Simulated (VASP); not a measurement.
A run of VASP 6.6.1 is set up as follows.

File INCAR:

```
SYSTEM = O
PREC = Accurate
ENCUT = 910
EDIFF = 1E-6
ISMEAR = -1
SIGMA = 0.05
LREAL = .FALSE.
LASPH = .TRUE.
NELM = 200
ALGO = Normal
ISIF = 2
LWAVE = .FALSE.
LCHARG = .FALSE.
ISPIN = 2
MAGMOM = 1 1 1 1 1 1 1 1 1 1 1 1
LORBIT = 11
GGA = PE
NBANDS = 52
GGA_COMPAT = .FALSE.
```

KPOINTS

```
Automatic mesh
0
G
  1 1 1
  0 0 0
```

POSCAR

```
O
1.0
    6.0876040000      0.0000000000      0.0000000000
    0.0000000000      6.0876040000      0.0000000000
    0.0000000000      0.0000000000      6.0876040000
O
12
Direct
    0.2146164567      0.2944836754      0.5652141631
    0.1204414742      0.2957156872      0.3889379138
    0.6521284893      0.6130490748      0.6810068460
    0.5916777767      0.7855964350      0.6091066370
    1.0003114526      0.7481925565      0.4214958792
    0.9469407011      0.8766996014      0.2761677665
    0.2031012530      0.6968423045      0.0473256802
    0.3521746815      0.8175794615      0.1117188306
    0.8958697051      0.2026577287      0.8235095450
    0.7978179921      0.0885077282      0.9406820812
    0.7176222369      0.4382348129      0.1365397618
    0.5223894327      0.3854225735      0.1432911865
```

Potentials or basis: VASP PAW PBE potentials, release 64 (O_h).

Launch:

```console
$ cat potpaw_PBE.64/O_h/POTCAR > POTCAR
$ mpirun -np 1 vasp_gam > vasp.out
```

(1) What does it give for the net moment?

(2) Estimate the site moments.

Results:

(1) 12.00 μB per cell.

(2) O +0.62, +0.63, +0.61 (each value once) μB.

Caveat: the k points lie up to 1.03 Å⁻¹ apart; the atoms stand as in a frame of molecular dynamics.
